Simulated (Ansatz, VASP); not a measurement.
## Two plane-wave programs on Te2Mo

The input INCAR:

```
SYSTEM = Te2Mo
PREC     = Accurate       ! precision mode
ENCUT    = 500            ! plane-wave cutoff, eV
EDIFF    = 1E-6           ! SCF threshold, eV
ISMEAR   = 1              ! smearing method
SIGMA    = 0.1            ! smearing width, eV
LREAL    = .FALSE.        ! projectors in reciprocal space
LASPH    = .TRUE.         ! aspherical terms in the spheres
NELM     = 120            ! most SCF steps
ALGO     = Normal         ! electronic algorithm
ISIF     = 2              ! what is computed and relaxed
LWAVE    = .FALSE.        ! write WAVECAR
LCHARG   = .FALSE.        ! write CHGCAR
GGA      = PS             ! functional
NBANDS   = 35             ! bands
GGA_COMPAT= .FALSE.
```

KPOINTS

```
Automatic mesh
0
G
  8 8 1
  0 0 0
```

POSCAR

```
Te2Mo
1.0
    3.5603917400      0.0000000000      0.0000000000
   -1.7801958700      3.0833896900      0.0000000000
    0.0000000000      0.0000000000     24.8112624000
Te Mo
4 2
Direct
    0.3333333333      0.6666666667      0.0793711400
    0.6666666667      0.3333333333      0.7763605200
    0.6666666667      0.3333333333      0.9206288600
    0.3333333333      0.6666666667      0.2236394800
    0.3333333333      0.6666666667      0.8484585100
    0.6666666667      0.3333333333      0.1515414900
```

Input for Ansatz:

```yaml
crystal:
  lattice:
    - [3.56039174, 0.0, 0.0]
    - [-1.78019587, 3.08338969, 0.0]
    - [0.0, 0.0, 24.8112624]
  atoms:
    - { symbol: Te, position: [0.3333333333333333, 0.6666666666666666, 0.07937114] }
    - { symbol: Te, position: [0.6666666666666666, 0.3333333333333333, 0.77636052] }
    - { symbol: Te, position: [0.6666666666666666, 0.3333333333333333, 0.92062886] }
    - { symbol: Te, position: [0.3333333333333333, 0.6666666666666666, 0.22363948] }
    - { symbol: Mo, position: [0.3333333333333333, 0.6666666666666666, 0.84845851] }
    - { symbol: Mo, position: [0.6666666666666666, 0.3333333333333333, 0.15154149] }
basis:
  ecutwfc: 500.0
kpoints:
  mp_grid:
    grid: [8, 8, 1]
hamiltonian:
  xc: pbesol
scf:
  occupations:
    method: cold
    width: 0.1
output:
  forces: true
  stress: true
```

Alike in both runs: task single point; functional PBEsol; k mesh 8 × 8 × 1; no spin polarisation.

|  | VASP | Ansatz |
| --- | --- | --- |
| version | VASP 6.6.1 | Ansatz 0.2.0 |
| potentials or method | VASP PAW PBE potentials, release 64 (Te, Mo_sv), cutoff 500 eV | plane waves, PAW |
| occupations | methfessel-paxton of order 1, width 0.1 eV | cold, width 0.1 eV |
| valence electrons in the cell | 52 | 92 |

```tsv
	VASP	Ansatz	Ansatz less VASP
rms of the force components (eV/Å)	0.051	0.065	+0.0145
```

VASP's potentials were made for PBE, not for PBEsol. Atom by atom the forces differ by 0.015 eV/Å (rms over components). VASP's potentials hold 52 valence electrons a cell and Ansatz's 92, so a difference there can come from the potentials and not from the codes.

Neither program's run includes spin-orbit coupling.
